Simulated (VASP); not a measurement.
Na, 1 atom in the cell. The structure is tetragonal, space group I4/mmm (No. 139). The conventional cell has a = 3.777 Å, b = 3.777 Å, c = 5.275 Å, α = 90.00°, β = 90.00°, γ = 90.00°. Within 4.9 Å of Na (site symmetry 4/mmm) lie 12 Na at 3.75 to 3.78 Å. 

- Program: VASP 6.6.1
- Task: single point
- Functional: PBE
- Potentials or basis: VASP PAW PBE potentials, release 64 (Na_sv)
- Cutoff: 1130 eV
- k mesh: 3 × 3 × 4
- Occupations: fermi-dirac, width 0.014 eV
- Spin: no spin polarisation
- Dipole correction: no
- Further INCAR settings: ALGO = Normal; EDIFF = 1e-06; NBANDS = 10

Potentials or basis: VASP PAW PBE potentials, release 64 (Na_sv).

The run is started by

```sh
$ cat potpaw_PBE.64/Na_sv/POTCAR > POTCAR
$ mpirun -np 1 vasp_std > vasp.out
```

Hardware: 1 thread of AMD EPYC 7R13 Processor (Zen 3) (shared host).

Q: Estimate the wall time of this run.

A: Run time: 14 s on 1 thread of AMD EPYC 7R13 Processor (Zen 3), with other jobs on the host, peak memory 0.2 GiB. Counts: scf iterations 10, k points 14.
